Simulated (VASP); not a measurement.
Input of a VASP 6.6.1 run:

The input INCAR:

```
PREC = Accurate
ENCUT = 520
EDIFF = 1E-6
ISMEAR = 0
SIGMA = 0.05
LREAL = False
LASPH = True
NELM = 80
ALGO = Normal
ISIF = 2
LWAVE = False
LCHARG = False
GGA = PE
NBANDS = 29
```

File KPOINTS:

```
regular mesh
0
Gamma
  6 6 6
```

File POSCAR:

```
KZnF3
1.0
    3.8475000000      0.0000000000      0.0000000000
    0.0000000000      3.8475000000      0.0000000000
    0.0000000000      0.0000000000      4.1512500000
K Zn F
1 1 3
Direct
    0.0000000000      0.0000000000      0.0000000000
    0.5000000000      0.5000000000      0.5000000000
    0.5000000000      0.5000000000      0.0000000000
    0.0000000000      0.5000000000      0.5000000000
    0.5000000000      0.0000000000      0.5000000000
```

Potentials or basis: VASP PAW PBE potentials, release 64 (K_sv, Zn, F).

Run with:

```bash
$ cat potpaw_PBE.64/K_sv/POTCAR potpaw_PBE.64/Zn/POTCAR potpaw_PBE.64/F/POTCAR > POTCAR
$ mpirun -np 1 vasp_std > vasp.out
```

Task: What does it give for the pressure?

Result: 14.4 GPa.

Task: What does it give for the band gap on the k mesh?

Result: 3.74 eV, indirect (least direct gap 6.26 eV).

Stress tensor (GPa, compression positive):
```
17.74  0.00  0.00
 0.00 17.74  0.00
 0.00  0.00  7.78
```

Caveat: the cell differs from its parent crystal (strain -0.050 along x and y, +0.025 along z). A k mesh can miss the band edges.
